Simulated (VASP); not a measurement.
# MgO (Amm2) in VASP: notebook

The runs below take MgO through single point, with PBE.

All numbers are computed with VASP 6.6.1; they aren't measurements. Logs are shortened: lines on timing, memory, paths and dates and some standing lists are left out, and cuts for length are marked.

**1. The cell of the first run**

It takes space group Amm2 (No. 38, orthorhombic). The conventional cell has a = 4.270 Å, b = 6.039 Å, c = 6.039 Å, α = 90.00°, β = 90.00°, γ = 90.00°. Mg (site symmetry mm2) has 6 O at 2.00 to 2.28 Å within 2.6 Å. Mg (site symmetry mm2) has 6 O at 2.14 Å within 2.8 Å. Within 2.8 Å of Mg (site symmetry m) lie 6 O at 2.14 Å. O (site symmetry mm2) has 6 Mg at 2.14 Å within 2.8 Å. Within 2.8 Å of O (site symmetry mm2) lie 6 Mg at 2.14 Å. O (site symmetry m) has 6 Mg at 2.00 to 2.28 Å within 2.6 Å.

**2. Single point, PBE (atom 1 (Mg) moved -0.200 Å along Cartesian [1 1 0])**

Input file INCAR:

```
SYSTEM = MgO
ALGO     = Normal         ! electronic algorithm
EDIFF    = 1E-6           ! SCF threshold, eV
ENCUT    = 520            ! plane-wave cutoff, eV
GGA      = PE             ! functional
ISIF     = 2              ! what is computed and relaxed
ISMEAR   = 0              ! smearing method
LASPH    = .True.         ! aspherical terms in the spheres
LCHARG   = .False.        ! write CHGCAR
LREAL    = .False.        ! projectors in reciprocal space
LWAVE    = .False.        ! write WAVECAR
NBANDS   = 26             ! bands
NELM     = 80             ! most SCF steps
PREC     = Accurate       ! precision mode
SIGMA    = 0.05           ! smearing width, eV
```

Input file KPOINTS:

```
k-points
0
Gamma
  6 6 6
  0 0 0
```

Input file POSCAR:

```
MgO
1.0
    4.2703000000      0.0000000000      0.0000000000
    0.0000000000     -4.2703000000      0.0000000000
    0.0000000000      0.0000000000     -4.2703000000
Mg O
4 4
Direct
   -0.0331174288      0.5331174288      0.5000000000
    0.5000000000      0.0000000000      0.5000000000
    0.5000000000      0.5000000000      0.0000000000
    0.0000000000      0.0000000000      0.0000000000
    0.5000000000      0.0000000000      0.0000000000
    0.0000000000      0.5000000000      0.0000000000
    0.0000000000      0.0000000000      0.5000000000
    0.5000000000      0.5000000000      0.5000000000
```

Potentials or basis: VASP PAW PBE potentials, release 64 (Mg, O).

Run with:

```
$ cat potpaw_PBE.64/Mg/POTCAR potpaw_PBE.64/O/POTCAR > POTCAR
$ mpirun -np 1 vasp_std > vasp.out
```

OUTCAR:

```text
SYSTEM = MgO
   EDIFF = 1E-6
   ENCUT = 520
   GGA = PE
   ISIF = 2
   ISMEAR = 0
   LASPH = .True.
   LREAL = .False.
   NELM = 80
   PREC = Accurate

 ion  position               nearest neighbor table
   1  0.967  0.533  0.500-   7 2.00   8 2.00   6 2.14   6 2.14   8 2.28   7 2.28   2 2.82   3 2.92
                             4 2.92   4 2.92   3 2.92   2 3.03   2 3.03   3 3.12   4 3.12   3 3.12
   2  0.500  0.000  0.500-   5 2.14   7 2.14   8 2.14   5 2.14   8 2.14   7 2.14   1 2.82   4 3.02
                             4 3.02   3 3.02   3 3.02   3 3.02   4 3.02   3 3.02   4 3.02   1 3.03
   3  0.500  0.500  0.000-   5 2.14   6 2.14   8 2.14   8 2.14   5 2.14   6 2.14   1 2.92   1 2.92
                             2 3.02   2 3.02   4 3.02   4 3.02   2 3.02   4 3.02   2 3.02   4 3.02
   4  0.000  0.000  0.000-   5 2.14   6 2.14   7 2.14   7 2.14   6 2.14   5 2.14   1 2.92   1 2.92
                             2 3.02   3 3.02   3 3.02   2 3.02   3 3.02   2 3.02   2 3.02   3 3.02
   5  0.500  0.000  0.000-   2 2.14   3 2.14   4 2.14   2 2.14   3 2.14   4 2.14
   6  0.000  0.500  0.000-   3 2.14   4 2.14   4 2.14   3 2.14   1 2.14   1 2.14
   7  0.000  0.000  0.500-   1 2.00   2 2.14   4 2.14   4 2.14   2 2.14   1 2.28
   8  0.500  0.500  0.500-   1 2.00   2 2.14   3 2.14   3 2.14   2 2.14   1 2.28

  LATTYP: Found a simple cubic cell.
 ALAT       =     4.2703000000

  Lattice vectors:

 A1 = (   4.2703000000,   0.0000000000,   0.0000000000)
 A2 = (   0.0000000000,  -4.2703000000,   0.0000000000)
 A3 = (   0.0000000000,   0.0000000000,  -4.2703000000)

Analysis of symmetry for initial positions (statically):
=====================================================================
 Subroutine PRICEL returns:
 Original cell was already a primitive cell.

 Routine SETGRP: Setting up the symmetry group for a
 simple cubic supercell.

 Subroutine GETGRP returns: Found  4 space group operations
 (whereof  2 operations were pure point group operations)
 out of a pool of 48 trial point group operations.

The static configuration has the point symmetry C_1h.
 The point group associated with its full space group is C_2v.

Analysis of symmetry for dynamics (positions and initial velocities):
=====================================================================
 Subroutine PRICEL returns:
 Original cell was already a primitive cell.

 Routine SETGRP: Setting up the symmetry group for a
 simple cubic supercell.

 Subroutine GETGRP returns: Found  4 space group operations
 (whereof  2 operations were pure point group operations)
 out of a pool of 48 trial point group operations.

The dynamic configuration has the point symmetry C_1h.
 The point group associated with its full space group is C_2v.

 Subroutine INISYM returns: Found  4 space group operations
 (whereof  2 operations are pure point group operations),
 and found     1 'primitive' translations

----------------------------------------------------------------------------------------

                                     Primitive cell

  volume of cell :      77.8709

  direct lattice vectors                    reciprocal lattice vectors
     4.270300000  0.000000000  0.000000000     0.234175585  0.000000000  0.000000000
     0.000000000 -4.270300000  0.000000000     0.000000000 -0.234175585  0.000000000
     0.000000000  0.000000000 -4.270300000     0.000000000  0.000000000 -0.234175585

  length of vectors
     4.270300000  4.270300000  4.270300000     0.234175585  0.234175585  0.234175585

  position of ions in fractional coordinates (direct lattice)
     0.966882571  0.533117429  0.500000000
     0.500000000  0.000000000  0.500000000
     0.500000000  0.500000000  0.000000000
     0.000000000  0.000000000  0.000000000
     0.500000000  0.000000000  0.000000000
     0.000000000  0.500000000  0.000000000
     0.000000000  0.000000000  0.500000000
     0.500000000  0.500000000  0.500000000

  ion indices of the primitive-cell ions
   primitive index   ion index
                 1           1
                 2           2
                 3           3
                 4           4
                 5           5
                 6           6
                 7           7
                 8           8

----------------------------------------------------------------------------------------

 KPOINTS: k-points

Automatic generation of k-mesh.
 Grid dimensions read from file:
 generate k-points for:    6    6    6

 Generating k-lattice:

  Cartesian coordinates                     Fractional coordinates (reciprocal lattice)
     0.039029264  0.000000000  0.000000000     0.166666667  0.000000000  0.000000000
     0.000000000 -0.039029264  0.000000000     0.000000000  0.166666667  0.000000000
     0.000000000  0.000000000 -0.039029264     0.000000000  0.000000000  0.166666667

  Length of vectors
     0.039029264  0.039029264  0.039029264

  Shift w.r.t. Gamma in fractional coordinates (k-lattice)
     0.000000000  0.000000000  0.000000000

 Subroutine IBZKPT returns following result:
 ===========================================

 Found     52 irreducible k-points:

 Following reciprocal coordinates:
            Coordinates               Weight
  0.000000  0.000000  0.000000      1.000000
  0.166667  0.000000  0.000000      4.000000
  0.000000  0.000000  0.166667      2.000000
  0.333333  0.000000  0.000000      4.000000
  0.000000  0.000000  0.333333      2.000000
  0.500000  0.000000  0.000000      2.000000
[... 16 lines left out ...]
  0.333333  0.000000  0.500000      4.000000
  0.500000  0.500000  0.000000      1.000000
 [... further k-points ...]
   k-points           NKPTS =     52   k-points in BZ     NKDIM =     52   number of bands    NBANDS=     26
   number of dos      NEDOS =    301   number of ions     NIONS =      8
   total plane-waves  NPLWV =  32768
   dimension x,y,z NGX =    32 NGY =   32 NGZ =   32
   dimension x,y,z NGXF=    64 NGYF=   64 NGZF=   64
   ions per type =               4   4
   NGX,Y,Z   is equivalent  to a cutoff of  12.46, 12.46, 12.46 a.u.
   NGXF,Y,Z  is equivalent  to a cutoff of  24.92, 24.92, 24.92 a.u.
 SYSTEM =  MgO
   PREC   = accura    normal or accurate (medium, high low for compatibility)
   ISTART =      0    job   : 0-new  1-cont  2-samecut
   ICHARG =      2    charge: 1-file 2-atom 10-const
   ISPIN  =      1    spin polarized calculation?
   LNONCOLLINEAR =      F non collinear calculations
   LSORBIT =      F    spin-orbit coupling
   LASPH  =      T    aspherical Exc in radial PAW
   ENCUT  =  520.0 eV  38.22 Ry    6.18 a.u.   7.94  7.94  7.94*2*pi/ulx,y,z
   NELM   =     80;   NELMIN=  2; NELMDL= -5     # of ELM steps
   EDIFF  = 0.1E-05   stopping-criterion for ELM
   LREAL  =      F    real-space projection
   EDIFFG = 0.1E-04   stopping-criterion for IOM
   NSW    =      0    number of steps for IOM
   IBRION =     -1    ionic relax: 0-MD 1-quasi-New 2-CG
   NFREE  =      0    steps in history (QN), initial steepest desc. (CG)
   ISIF   =      2    stress and relaxation
   ISYM   =      2    0-nonsym 1-usesym 2-fastsym
   POTIM  = 0.5000    time-step for ionic-motion
   TEBEG  =    0.0;   TEEND  =   0.0 temperature during run
   PSTRESS=    0.0 pullay stress
   NELECT =      32.0000    total number of electrons
   NUPDOWN=      -1.0000    fix difference up-down
   EMIN   =  10.00;   EMAX   =-10.00  energy-range for DOS
   EFERMI =   0.00;   METHOD = LEGACY
   ISMEAR =     0;   SIGMA  =   0.05  broadening in eV -4-tet -1-fermi 0-gaus
   EFERMI_NEDOS =   21; number of points for ismear=-14 and -15
   IALGO  =     38    algorithm
   IMIX   =      4    mixing-type and parameters
     AMIX     =   0.40;   BMIX     =  1.00
     AMIX_MAG =   1.60;   BMIX_MAG =  1.00
  volume/ion in A,a.u.               =       9.73        65.69
  Fermi-wavevector in a.u.,A,eV,Ry     =   1.217119  2.300022 20.155386  1.481379
  Thomas-Fermi vector in A             =   2.352450
   LORBIT       =      0    0 simple, 1 ext, 2 COOP (PROOUT), +10 PAW based schemes
   GGA     = PE    functional components
   LHFCALC =     F    Hartree Fock is set to
   AEXX    =    0.0000 exact exchange contribution
   IVDW    =     0    specifies the selected vdW correction
   LEPSILON=     F    determine dielectric tensor
   LRPA    =     F    only Hartree local field effects (RPA)
 non-spin polarized calculation
 Gauss-broadening in eV      SIGMA  =   0.05
  energy-cutoff  :      520.00
  volume of cell :       77.87
 maximum number of plane-waves:      2176
   NGX = 15   NGY = 15   NGZ = 15

 number of electron      31.9999974 magnetization

 Free energy of the ion-electron system (eV)
  ---------------------------------------------------
  ext. energy  EPLUGINS =         0.00000000
  ---------------------------------------------------
  free energy    TOTEN  =       -47.46286291 eV

  energy without entropy =      -47.46286291  energy(sigma->0) =      -47.46286291

 E-fermi :   3.1337     XC(G=0): -10.8802

 val. band max:        2.8772235454   @ k =   0.0000   0.0000   0.0000
 cond. band min:       7.2089617397   @ k =   0.0000   0.0000   0.0000
 fundamental gap:      4.3317381943
 Fermi energy:         3.1337437930

 k-point     1 :       0.0000    0.0000    0.0000
  band No.  band energies     occupation
      1     -14.1833      2.00000
      2     -12.7762      2.00000
      3     -12.7676      2.00000
      4     -12.7330      2.00000
      5      -1.0419      2.00000
      6      -1.0393      2.00000
[... 18 lines left out ...]
     25      15.5626      0.00000
     26      15.5634      0.00000

 k-point     2 :       0.1667    0.0000    0.0000
  band No.  band energies     occupation
      1     -14.0925      2.00000
      2     -12.8617      2.00000
      3     -12.7580      2.00000
      4     -12.7333      2.00000
      5      -0.9093      2.00000
      6      -0.9088      2.00000
[... 18 lines left out ...]
     25      15.4319      0.00000
[... 608 lines left out ...]
     25      15.4676      0.00000
     26      15.4973      0.00000

 k-point    24 :       0.5000    0.5000    0.0000
  band No.  band energies     occupation
      1     -13.0938      2.00000
      2     -13.0814      2.00000
      3     -13.0697      2.00000
      4     -13.0193      2.00000
      5      -0.5436      2.00000
      6      -0.4867      2.00000
[... 18 lines left out ...]
     25      16.0295      0.00000
     26      16.3836      0.00000

 [... further k-points ...]
[... 5 lines left out ...]
  --------------------------------------------------------------------------------------
  -------------------------------------------------------------------------------------
  Total       -0.4378273     -0.4378273     -1.1296852     -0.0013603      0.0000000      0.0000000
  in kB       -9.0082043     -9.0082043    -23.2430374     -0.0279886      0.0000000      0.0000000
  external PRESSURE =     -13.7531487 kB  Pullay stress =       0.0000000 kB

 VOLUME and BASIS-vectors are now :
 -----------------------------------------------------------------------------
  energy-cutoff  :      520.00
  volume of cell :       77.87
      direct lattice vectors                 reciprocal lattice vectors
     4.270300000  0.000000000  0.000000000     0.234175585  0.000000000  0.000000000
     0.000000000 -4.270300000  0.000000000     0.000000000 -0.234175585  0.000000000
     0.000000000  0.000000000 -4.270300000     0.000000000  0.000000000 -0.234175585

 POSITION                                       TOTAL-FORCE (eV/Angst)
 -----------------------------------------------------------------------------------
      4.12888     -2.27657     -2.13515         1.277001      1.277001      0.000000
      2.13515      0.00000     -2.13515        -0.354343     -0.354343      0.000000
      2.13515     -2.13515      0.00000        -0.334313      0.101487      0.000000
      0.00000      0.00000      0.00000         0.101487     -0.334313      0.000000
      2.13515      0.00000      0.00000         0.038121      0.038121      0.000000
      0.00000     -2.13515      0.00000        -0.205450     -0.205450      0.000000
      0.00000      0.00000     -2.13515        -0.185895     -0.336608      0.000000
      2.13515     -2.13515     -2.13515        -0.336608     -0.185895      0.000000
 -----------------------------------------------------------------------------------
    total drift:                               -0.000675     -0.000675      0.000000

  FREE ENERGIE OF THE ION-ELECTRON SYSTEM (eV)
  ---------------------------------------------------
  free  energy   TOTEN  =       -47.4628629110 eV

  energy  without entropy=      -47.4628629110  energy(sigma->0) =      -47.46286291
```

Run time: 46 s. Hardware: 1 thread of Intel Xeon 6975P-C, shared host; peak memory 0.22 GiB.

Results:

- Free energy: -47.4629 eV
- Pressure: -1.4 GPa
- Largest force: 1.806 eV/Å
- Band gap on the k mesh: 4.33 eV, direct

Forces on the atoms (eV/Å):
```
Mg   1.277  1.277  0.000
Mg  -0.354 -0.354  0.000
Mg  -0.334  0.101  0.000
Mg   0.101 -0.334  0.000
O    0.038  0.038  0.000
O   -0.205 -0.205  0.000
O   -0.186 -0.337  0.000
O   -0.337 -0.186  0.000
```

Caveat: the cell differs from its parent crystal (atom 1 (Mg) moved -0.200 Å along Cartesian [1 1 0]); forces of over 1 eV/Å act on the atoms, so gaps and moduli don't describe the material at rest.

(Part 1 of 2 ends here.)
